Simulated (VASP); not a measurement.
**TiTe2: single point with PBE**

TiTe2:

```xyz
3
Lattice="3.7517 0.0000 0.0000 -1.8758 3.2490 0.0000 0.0000 0.0000 6.4544" Properties=species:S:1:pos:R:3 pbc="T T T"
Te    0.0000    2.1660    4.7582
Te    1.8758    1.0830    1.6962
Ti    0.0000    0.0000    0.0000
```

| Quantity | Value |
| --- | --- |
| Program | VASP 6.6.1 |
| Task | single point |
| Functional | PBE |
| Potentials or basis | VASP PAW PBE potentials, release 64 (Te, Ti_sv) |
| Cutoff | 520 eV |
| k mesh | 8 × 8 × 4 |
| Occupations | fermi-dirac, width 0.05 eV |
| Spin | no spin polarisation |
| Dipole correction | no |
| Further INCAR settings | ALGO = Normal; EDIFF = 1e-06; NBANDS = 19 |

```
Pressure               : 2.3 GPa
Largest force          : 0.198 eV/Å
Band gap on the k mesh : zero (band 12 reaches 7.46 eV, above the bottom of band 13 at 6.76 eV)
```

Forces in eV/Å, atoms in the order of the input:
```
Te   0.000  0.000 -0.198
Te   0.000  0.000  0.198
Ti   0.000  0.000  0.000
```

Stress tensor (GPa, compression positive):
```
2.02 0.00 0.00
0.00 2.02 0.00
0.00 0.00 2.75
```

Levels at points of the mesh, in eV from the Fermi level:
```tsv
k point	band 9	band 10	band 11	band 12	band 13	band 14	band 15	band 16
(0.00, 0.00, 0.00)	-1.70	0.36	0.41	0.41	0.63	1.14	1.14	3.16
(0.50, 0.00, 0.00)	-2.76	-2.43	-1.77	-1.14	0.03	1.19	1.54	2.47
(0.00, 0.00, 0.50)	-1.62	-1.62	0.40	0.40	0.81	0.81	1.08	3.61
(0.50, 0.00, 0.50)	-2.44	-2.05	-0.96	-0.59	-0.28	1.19	1.51	2.68
```

It took 64 s on 1 thread of Intel(R) Xeon(R) Platinum 8375C CPU @ 2.90GHz (Ice Lake), with other jobs on the host, peak memory 0.21 GiB.

Caveat: spin-orbit coupling is left out, which moves the levels of the heavy elements; this functional lacks dispersion, which binds the layers, so the pressure and a relaxed spacing across them are unreliable.
